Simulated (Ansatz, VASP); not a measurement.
One calculation of BaTiO3, two programs

```
Ba Ti O
1.0
     2.77456    1.60189    2.34605
    -2.77456    1.60189    2.34605
     0.00000   -3.20379    2.34605
Ba Ti O
1 1 3
Cartesian
  0.0000 0.0000 0.0189
  0.0000 0.0000 3.6092
  0.0000 -1.5771 4.6058
  -1.3658 0.7885 4.6058
  1.3658 0.7885 4.6058
```

Change from the starting cell: strain -0.030 along x and y, +0.000 along z, atoms carried along.

Alike in both runs: task single point; functional PBE; k mesh 6 × 6 × 6; occupations gaussian, width 0.05 eV; no spin polarisation; Hubbard terms Ti d U = 4.0 eV.

|  | VASP | Ansatz |
| --- | --- | --- |
| version | VASP 6.6.1 | Ansatz 0.2.0 |
| potentials or method | VASP PAW PBE potentials, release 64 (Ba_sv, Ti_sv, O), cutoff 520 eV | scalar-relativistic, plane waves, PAW |
| valence electrons in the cell | 40 | 40 |

Ansatz gave:

```
gap on the k mesh at the Fermi level (eV)                     : 2.81
least direct gap on the mesh (eV)                             : 3.08
pressure (GPa)                                                : 11.2
traceless stress, the component that is largest in VASP (GPa) : -5.34
rms of the force components (eV/Å)                            : 0.252
```

Problem. What did VASP give for the same quantities?

Solution. gap on the k mesh at the Fermi level (eV): 2.77; least direct gap on the mesh (eV): 3.06; pressure (GPa): 15.5; traceless stress, the component that is largest in VASP (GPa): -5.81; rms of the force components (eV/Å): 0.506.

The programs project onto different local orbitals, so the same U acts differently, and such runs can settle in different states. Atom by atom the forces differ by 0.257 eV/Å (rms over components).

Neither program's run includes spin-orbit coupling.
